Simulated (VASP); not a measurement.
# Ru (P6_3/mmc) in VASP: notebook

Ru is run at these levels: r2SCAN; tasks: single point, relaxation of cell and atoms.

Program: VASP 6.6.1. These are calculated values, not measurements. Logs are shortened: lines on timing, memory, paths and dates and some standing lists are left out, and cuts for length are marked.

## 1. The cell of the first run

It takes space group P6_3/mmc (No. 194, hexagonal). Conventional cell: a = 2.706 Å, b = 2.706 Å, c = 4.282 Å, α = 90.00°, β = 90.00°, γ = 120.00°. Ru (site symmetry -6m2) has 12 Ru at 2.65 to 2.71 Å within 3.5 Å.

## 2. Single point, r2SCAN

Input file POSCAR:

```
Ru
1.0
    2.7058000000      0.0000000000      0.0000000000
   -1.3529000000      2.3432915376      0.0000000000
    0.0000000000      0.0000000000      4.2819000000
Ru
2
Direct
    0.3333333333      0.6666666667      0.2500000000
    0.6666666667      0.3333333333      0.7500000000
```

Input file INCAR.step1:

```
ALGO = Normal
EDIFF = 1E-4
ENCUT = 520
GGA = PE
ISMEAR = 0
LASPH = T
LCHARG = F
LREAL = F
LWAVE = T
NBANDS = 21
NELM = 60
PREC = Accurate
SIGMA = 0.1
```

Input file INCAR.step2:

```
ALGO = Normal
EDIFF = 1E-7
ENCUT = 520
ISIF = 2
ISMEAR = 0
ISTART = 1
LASPH = T
LCHARG = T
LELF = T
LMIXTAU = T
LREAL = F
LVHAR = T
LWAVE = F
METAGGA = R2SCAN
NBANDS = 21
NELM = 60
PREC = Accurate
SIGMA = 0.1
```

Input file KPOINTS:

```
k-points
0
Gamma
  9 9 4
```

Potentials or basis: VASP PAW PBE potentials, release 64 (Ru_pv).

The run is started by

```
$ cat potpaw_PBE.64/Ru_pv/POTCAR > POTCAR
$ cp INCAR.step1 INCAR
$ mpirun -np 1 vasp_std > vasp.out
$ cp INCAR.step2 INCAR
$ mpirun -np 1 vasp_std > vasp.out
```

OUTCAR:

```text
EDIFF = 1E-7
   ENCUT = 520
   ISIF = 2
   ISMEAR = 0
   ISTART = 1
   LASPH = T
   LREAL = F
   METAGGA = R2SCAN
   NELM = 60
   PREC = Accurate

 ion  position               nearest neighbor table
   1  0.333  0.667  0.250-   2 2.65   2 2.65   2 2.65   2 2.65   2 2.65   2 2.65
   2  0.667  0.333  0.750-   1 2.65   1 2.65   1 2.65   1 2.65   1 2.65   1 2.65

  LATTYP: Found a hexagonal cell.
 ALAT       =     2.7058000000
 C/A-ratio  =     1.5824894671

  Lattice vectors:

 A1 = (   2.7058000000,   0.0000000000,   0.0000000000)
 A2 = (  -1.3529000000,   2.3432915376,   0.0000000000)
 A3 = (   0.0000000000,   0.0000000000,   4.2819000000)

Analysis of symmetry for initial positions (statically):
=====================================================================
 Subroutine PRICEL returns:
 Original cell was already a primitive cell.

 Routine SETGRP: Setting up the symmetry group for a
 hexagonal supercell.

 Subroutine GETGRP returns: Found 24 space group operations
 (whereof 12 operations were pure point group operations)
 out of a pool of 24 trial point group operations.

The static configuration has the point symmetry D_3d.
 The point group associated with its full space group is D_6h.

Analysis of symmetry for dynamics (positions and initial velocities):
=====================================================================
 Subroutine PRICEL returns:
 Original cell was already a primitive cell.

 Routine SETGRP: Setting up the symmetry group for a
 hexagonal supercell.

 Subroutine GETGRP returns: Found 24 space group operations
 (whereof 12 operations were pure point group operations)
 out of a pool of 24 trial point group operations.

The dynamic configuration has the point symmetry D_3d.
 The point group associated with its full space group is D_6h.

 Subroutine INISYM returns: Found 24 space group operations
 (whereof 12 operations are pure point group operations),
 and found     1 'primitive' translations

----------------------------------------------------------------------------------------

                                     Primitive cell

  volume of cell :      27.1493

  direct lattice vectors                    reciprocal lattice vectors
     2.705800000  0.000000000  0.000000000     0.369576465  0.213375072  0.000000000
    -1.352900000  2.343291538  0.000000000     0.000000000  0.426750144  0.000000000
     0.000000000  0.000000000  4.281900000     0.000000000  0.000000000  0.233541185

  length of vectors
     2.705800000  2.705800000  4.281900000     0.426750144  0.426750144  0.233541185

  position of ions in fractional coordinates (direct lattice)
     0.333333333  0.666666667  0.250000000
     0.666666667  0.333333333  0.750000000

  ion indices of the primitive-cell ions
   primitive index   ion index
                 1           1
                 2           2

----------------------------------------------------------------------------------------

 KPOINTS: k-points

Automatic generation of k-mesh.
 Grid dimensions read from file:
 generate k-points for:    9    9    4

 Generating k-lattice:

  Cartesian coordinates                     Fractional coordinates (reciprocal lattice)
     0.041064052  0.023708341  0.000000000     0.111111111  0.000000000  0.000000000
     0.000000000  0.047416683  0.000000000     0.000000000  0.111111111  0.000000000
     0.000000000  0.000000000  0.058385296     0.000000000  0.000000000  0.250000000

  Length of vectors
     0.047416683  0.047416683  0.058385296

  Shift w.r.t. Gamma in fractional coordinates (k-lattice)
     0.000000000  0.000000000  0.000000000

 Subroutine IBZKPT returns following result:
 ===========================================

 Found     36 irreducible k-points:

 Following reciprocal coordinates:
            Coordinates               Weight
  0.000000  0.000000  0.000000      1.000000
  0.111111 -0.000000  0.000000      6.000000
  0.222222  0.000000  0.000000      6.000000
  0.333333  0.000000  0.000000      6.000000
  0.444444  0.000000  0.000000      6.000000
  0.111111  0.111111  0.000000      6.000000
[... 16 lines left out ...]
  0.333333  0.222222  0.250000     24.000000
  0.333333  0.333333  0.250000      4.000000
 [... further k-points ...]
   k-points           NKPTS =     36   k-points in BZ     NKDIM =     36   number of bands    NBANDS=     21
   number of dos      NEDOS =    301   number of ions     NIONS =      2
   total plane-waves  NPLWV =  12800
   dimension x,y,z NGX =    20 NGY =   20 NGZ =   32
   dimension x,y,z NGXF=    40 NGYF=   40 NGZF=   64
   ions per type =               2
   NGX,Y,Z   is equivalent  to a cutoff of  12.29, 12.29, 12.42 a.u.
   NGXF,Y,Z  is equivalent  to a cutoff of  24.58, 24.58, 24.85 a.u.
 SYSTEM =  unknown system
   PREC   = accura    normal or accurate (medium, high low for compatibility)
   ISTART =      1    job   : 0-new  1-cont  2-samecut
   ICHARG =      0    charge: 1-file 2-atom 10-const
   ISPIN  =      1    spin polarized calculation?
   LNONCOLLINEAR =      F non collinear calculations
   LSORBIT =      F    spin-orbit coupling
   LASPH  =      T    aspherical Exc in radial PAW
   ENCUT  =  520.0 eV  38.22 Ry    6.18 a.u.   5.03  5.03  7.96*2*pi/ulx,y,z
   NELM   =     60;   NELMIN=  2; NELMDL=  0     # of ELM steps
   EDIFF  = 0.1E-06   stopping-criterion for ELM
   LREAL  =      F    real-space projection
   EDIFFG = 0.1E-05   stopping-criterion for IOM
   NSW    =      0    number of steps for IOM
   IBRION =     -1    ionic relax: 0-MD 1-quasi-New 2-CG
   NFREE  =      0    steps in history (QN), initial steepest desc. (CG)
   ISIF   =      2    stress and relaxation
   ISYM   =      2    0-nonsym 1-usesym 2-fastsym
   POTIM  = 0.5000    time-step for ionic-motion
   TEBEG  =    0.0;   TEEND  =   0.0 temperature during run
   PSTRESS=    0.0 pullay stress
   NELECT =      28.0000    total number of electrons
   NUPDOWN=      -1.0000    fix difference up-down
   EMIN   =  10.00;   EMAX   =-10.00  energy-range for DOS
   EFERMI =   0.00;   METHOD = LEGACY
   ISMEAR =     0;   SIGMA  =   0.10  broadening in eV -4-tet -1-fermi 0-gaus
   EFERMI_NEDOS =   21; number of points for ismear=-14 and -15
   IALGO  =     38    algorithm
   IMIX   =      4    mixing-type and parameters
     AMIX     =   0.40;   BMIX     =  1.00
     AMIX_MAG =   1.60;   BMIX_MAG =  1.00
  volume/ion in A,a.u.               =      13.57        91.61
  Fermi-wavevector in a.u.,A,eV,Ry     =   1.654022  3.125649 37.222674  2.735789
  Thomas-Fermi vector in A             =   2.742361
   LORBIT       =      0    0 simple, 1 ext, 2 COOP (PROOUT), +10 PAW based schemes
   METAGGA = R2SCAN    functional components
   LHFCALC =     F    Hartree Fock is set to
   AEXX    =    0.0000 exact exchange contribution
   IVDW    =     0    specifies the selected vdW correction
   LEPSILON=     F    determine dielectric tensor
   LRPA    =     F    only Hartree local field effects (RPA)
 non-spin polarized calculation
 Gauss-broadening in eV      SIGMA  =   0.10
  energy-cutoff  :      520.00
  volume of cell :       27.15
 maximum number of plane-waves:       742
 NGX is ok and might be reduce to    20
   NGX =  9   NGY =  9   NGZ = 15

 number of electron      28.0000009 magnetization

 Free energy of the ion-electron system (eV)
  ---------------------------------------------------
  ext. energy  EPLUGINS =         0.00000000
  ---------------------------------------------------
  free energy    TOTEN  =       -50.84874498 eV

  energy without entropy =      -50.83788418  energy(sigma->0) =      -50.84331458

 E-fermi :  12.9118     XC(G=0): -15.4103

 val. band max:       12.9043993048   @ k =   0.3333   0.3333   0.2500
 cond. band min:      12.9336138653   @ k =   0.3333   0.0000   0.0000
 fundamental gap:      0.0292145605
 Fermi energy:        12.9117608269

 k-point     1 :       0.0000    0.0000    0.0000
  band No.  band energies     occupation
      1     -32.3665      2.00000
      2     -31.3482      2.00000
      3     -31.3482      2.00000
      4     -31.1652      2.00000
      5     -31.1652      2.00000
      6     -31.1329      2.00000
[... 13 lines left out ...]
     20      21.1253      0.00000
     21      23.5620      0.00000

 k-point     2 :       0.1111   -0.0000    0.0000
  band No.  band energies     occupation
      1     -32.3216      2.00000
      2     -31.4427      2.00000
      3     -31.3798      2.00000
      4     -31.2635      2.00000
      5     -31.1783      2.00000
      6     -31.1539      2.00000
[... 13 lines left out ...]
     20      21.1253      0.00000
     21      23.4852      0.00000

 k-point     3 :       0.2222    0.0000    0.0000
  band No.  band energies     occupation
      1     -32.1976      2.00000
      2     -31.6822      2.00000
      3     -31.5037      2.00000
      4     -31.4559      2.00000
      5     -31.2170      2.00000
      6     -31.2145      2.00000
[... 13 lines left out ...]
     20      21.1253      0.00000
     21      23.2615      0.00000

 k-point     4 :       0.3333    0.0000    0.0000
  band No.  band energies     occupation
      1     -32.0268      2.00000
      2     -31.9541      2.00000
      3     -31.7634      2.00000
      4     -31.5380      2.00000
      5     -31.3182      2.00000
      6     -31.2588      2.00000
[... 13 lines left out ...]
     20      22.5877      0.00000
     21      22.9271      0.00000

 k-point     5 :       0.4444    0.0000    0.0000
  band No.  band energies     occupation
      1     -32.1306      2.00000
      2     -31.9263      2.00000
      3     -31.8738      2.00000
      4     -31.5898      2.00000
      5     -31.4255      2.00000
      6     -31.2889      2.00000
[... 13 lines left out ...]
     20      21.1253      0.00000
     21      24.1970      0.00000
[... 382 lines left out ...]
     20      21.1252      0.00000
     21      24.2039      0.00000

 k-point    22 :       0.2222    0.2222    0.2500
  band No.  band energies     occupation
      1     -32.0893      2.00000
      2     -31.9773      2.00000
      3     -31.6508      2.00000
      4     -31.6430      2.00000
      5     -31.4414      2.00000
      6     -31.3173      2.00000
[... 13 lines left out ...]
     20      21.1252      0.00000
     21      25.3418      0.00000

 k-point    23 :       0.3333    0.2222    0.2500
  band No.  band energies     occupation
      1     -32.1127      2.00000
      2     -32.0173      2.00000
      3     -31.8008      2.00000
      4     -31.5986      2.00000
      5     -31.5062      2.00000
      6     -31.3732      2.00000
[... 13 lines left out ...]
     20      21.1252      0.00000
     21      23.8403      0.00000

 k-point    24 :       0.3333    0.3333    0.2500
  band No.  band energies     occupation
      1     -31.9994      2.00000
      2     -31.9994      2.00000
      3     -31.9498      2.00000
      4     -31.6719      2.00000
      5     -31.4463      2.00000
      6     -31.4463      2.00000
[... 13 lines left out ...]
     20      21.1255      0.00000
     21      21.5331      0.00000

 [... further k-points ...]
[... 5 lines left out ...]
  --------------------------------------------------------------------------------------
  -------------------------------------------------------------------------------------
  Total        0.1016628      0.1016628     -0.4133292     -0.0000000      0.0000000     -0.0000000
  in kB        5.9994844      5.9994844    -24.3920377     -0.0000000      0.0000000     -0.0000000
  external PRESSURE =      -4.1310230 kB  Pullay stress =       0.0000000 kB

 VOLUME and BASIS-vectors are now :
 -----------------------------------------------------------------------------
  energy-cutoff  :      520.00
  volume of cell :       27.15
      direct lattice vectors                 reciprocal lattice vectors
     2.705800000  0.000000000  0.000000000     0.369576465  0.213375072  0.000000000
    -1.352900000  2.343291538  0.000000000     0.000000000  0.426750144  0.000000000
     0.000000000  0.000000000  4.281900000     0.000000000  0.000000000  0.233541185

 POSITION                                       TOTAL-FORCE (eV/Angst)
 -----------------------------------------------------------------------------------
     -0.00000      1.56219      1.07048        -0.000000      0.000000      0.000000
      1.35290      0.78110      3.21143         0.000000      0.000000      0.000000
 -----------------------------------------------------------------------------------
    total drift:                               -0.000000      0.000000     -0.000000

  FREE ENERGIE OF THE ION-ELECTRON SYSTEM (eV)
  ---------------------------------------------------
  free  energy   TOTEN  =       -50.8487449788 eV

  energy  without entropy=      -50.8378841804  energy(sigma->0) =      -50.84331458
```

Wall time 48 s (1 thread of Intel Xeon Platinum 8488C (Sapphire Rapids), shared host); peak memory 0.15 GiB.

Results:

* Free energy: -50.8487 eV
* Pressure: -0.4 GPa
* Band gap on the k mesh: zero (band 14 reaches 14.25 eV, above the bottom of band 15 at 11.09 eV)

Levels at points of the mesh, in eV from the Fermi level:
```tsv
k point	band 12	band 13	band 14	band 15	band 16	band 17
(0.00, 0.00, 0.00)	-2.18	-2.18	-1.64	-1.64	1.05	1.05
(0.00, 0.00, 0.50)	-3.06	-3.02	-3.02	0.38	0.38	0.38
```

Caveat: the k points lie up to 0.37 Å⁻¹ apart; the PAW data sets were made with another functional, which shifts forces and pressure a little.

[end of part 1 of 2]
